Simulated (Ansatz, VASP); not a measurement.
**One calculation of Bi, two programs**

File INCAR:

```
SYSTEM = Bi
  ALGO = Fast
  EDIFF = 1E-6
  ENCUT = 520
  GGA = PS
  ISIF = 2
  ISMEAR = 0
  LASPH = .True.
  LCHARG = .False.
  LREAL = .False.
  LWAVE = .False.
  NBANDS = 14
  NELM = 80
  PREC = Accurate
  SIGMA = 0.15
```

File KPOINTS:

```
k-points
0
Gamma
  18 18 18
  0 0 0
```

POSCAR

```
Bi
1.0
   -1.7653427876      1.7653427876      2.4961947017
    1.7653427876     -1.7653427876      2.4961947017
    1.7653427876      1.7653427876     -2.4961947017
Bi
1
Direct
    0.0000000000      0.0000000000      0.0000000000
```

Input for Ansatz:

```yaml
crystal:
  lattice:
    - [-1.7653427876, 1.7653427876, 2.4961947017]
    - [1.7653427876, -1.7653427876, 2.4961947017]
    - [1.7653427876, 1.7653427876, -2.4961947017]
  atoms:
    - { symbol: Bi, position: [0.0, 0.0, 0.0] }
basis:
  ecutwfc: 420
kpoints:
  mp_grid: { grid: [18, 18, 18] }
hamiltonian:
  xc: pbesol
scf:
  occupations: { method: gaussian, width: 0.15 }
output:
  forces: true
  stress: true
  eigenvalues: true
```

Alike in both runs: task single point; functional PBEsol; k mesh 18 × 18 × 18; occupations gaussian, width 0.15 eV; no spin polarisation.

```csv
,VASP,Ansatz
version,VASP 6.6.1,Ansatz 0.2.0
potentials or method,"VASP PAW PBE potentials, release 64 (Bi_d), cutoff 520 eV","scalar-relativistic, plane waves, PAW"
valence electrons in the cell,15,15
```

```tsv
	VASP	Ansatz	Ansatz less VASP
gap on the k mesh at the Fermi level (eV)	none	none	-
pressure (GPa)	-1.8	-1.8	+0.04
```

VASP's potentials were made for PBE, not for PBEsol. A gap of «none» marks a metal or a gap that the smearing closes. With one functional, cell and mesh, what is left measures potentials, basis and numerics.

Neither program's run includes spin-orbit coupling.
